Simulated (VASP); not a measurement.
Write the native input for VASP 6.6.1 that does the following.

```
Task                   : single point
Functional             : PBE
Dispersion             : D3(BJ)
Potentials or basis    : VASP PAW PBE potentials, release 64 (In_d, Se)
Cutoff                 : 520 eV
k mesh                 : 12 × 12 × 2
Occupations            : gaussian, width 0.02 eV
Spin                   : no spin polarisation
Dipole correction      : no
Further INCAR settings : ALGO = Normal; EDIFF = 1e-07; NBANDS = 48
```

The structure of InSe lies in POSCAR:

```
InSe
1.0
    4.0317714946      0.0000000000      0.0000000000
   -2.0158857473      3.4916165366      0.0000000000
    0.0000000000      0.0000000000     16.7623716164
In Se
4 4
Direct
    0.3333333333      0.6666666667      0.1666581957
    0.6666666667      0.3333333333      0.6666581957
    0.3333333333      0.6666666667      0.3333418043
    0.6666666667      0.3333333333      0.8333418043
    0.3333333333      0.6666666667      0.5898711349
    0.6666666667      0.3333333333      0.0898711349
    0.3333333333      0.6666666667      0.9101288651
    0.6666666667      0.3333333333      0.4101288651
```

One way to write it, as run:

INCAR

```
PREC = Accurate ; ENCUT = 520
EDIFF = 1E-7 ; ISMEAR = 0
SIGMA = 0.02 ; LREAL = False
LASPH = True ; NELM = 80
ALGO = Normal ; ISIF = 2
LWAVE = False ; LCHARG = False
GGA = PE ; IVDW = 12
NBANDS = 48
```

KPOINTS

```
regular mesh
0
Gamma
  12 12 2
```

Potentials or basis: VASP PAW PBE potentials, release 64 (In_d, Se).

Run with:

```console
$ cat potpaw_PBE.64/In_d/POTCAR potpaw_PBE.64/Se/POTCAR > POTCAR
$ mpirun -np 1 vasp_std > vasp.out
```

Results of the run:

- Pressure: 0.0 GPa
- Largest force: 0.016 eV/Å
- Band gap on the k mesh: 0.36 eV
- Dispersion energy per atom: -0.297 eV

Caveat: spin-orbit coupling is left out, which moves the levels of the heavy elements.

Wall time 4.2 min on 1 thread of Intel(R) Xeon(R) 6975P-C (Granite Rapids), on a shared host, peak memory 0.54 GiB.
